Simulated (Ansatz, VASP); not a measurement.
## Al2Cu: VASP beside Ansatz

The input INCAR:

```
SYSTEM = Al2Cu
ALGO = Fast
EDIFF = 1E-6
ENCUT = 520
GGA = PS
ISIF = 2
ISMEAR = 0
LASPH = .TRUE.
LCHARG = .FALSE.
LREAL = .FALSE.
LWAVE = .FALSE.
NBANDS = 16
NELM = 60
PREC = Accurate
SIGMA = 0.15
```

KPOINTS

```
k-points
0
G
  12 12 16
  0 0 0
```

Contents of POSCAR:

```
Al2Cu
1.0
    4.0841721988      0.0153156457      0.0000000000
    0.0153156457      4.0841721988      0.0000000000
    0.0000000000      0.0000000000      2.8463947459
Al Cu
2 1
Direct
    0.5000000000      0.0000000000      0.5000000000
    0.0000000000      0.5000000000      0.5000000000
    0.0000000000      0.0000000000      0.0000000000
```

Input for Ansatz:

```yaml
crystal:
  lattice:
    - [4.0841721988, 0.0153156457, 0.0]
    - [0.0153156457, 4.0841721988, 0.0]
    - [0.0, 0.0, 2.8463947459]
  atoms:
    - { symbol: Al, position: [0.5, 0.0, 0.5] }
    - { symbol: Al, position: [0.0, 0.5, 0.5] }
    - { symbol: Cu, position: [0.0, 0.0, 0.0] }
basis:
  ecutwfc: 420
kpoints:
  mp_grid: { grid: [12, 12, 16] }
hamiltonian:
  xc: pbesol
scf:
  occupations: { method: gaussian, width: 0.15 }
output:
  forces: true
  stress: true
  eigenvalues: true
```

Change from the starting cell: strain +0.0075 x Voigt [0, 0, 0, 0, 0, 1], atoms carried along.

Alike in both runs: task single point; functional PBEsol; k mesh 12 × 12 × 16; occupations gaussian, width 0.15 eV; no spin polarisation.

|  | VASP | Ansatz |
| --- | --- | --- |
| version | VASP 6.6.1 | Ansatz 0.2.0 |
| potentials or method | VASP PAW PBE potentials, release 64 (Al, Cu), cutoff 520 eV | scalar-relativistic, plane waves, PAW |
| valence electrons in the cell | 17 | 25 |

```csv
,VASP,Ansatz,Ansatz less VASP
gap on the k mesh at the Fermi level (eV),none,none,-
pressure (GPa),0.0,0.1,+0.08
"traceless stress, the component that is largest in VASP (GPa)",-0.49,-0.49,-0.001
```

VASP's potentials were made for PBE, not for PBEsol. A gap of «none» marks a metal or a gap that the smearing closes. VASP's potentials hold 17 valence electrons a cell and Ansatz's 25, so a difference there can come from the potentials and not from the codes.
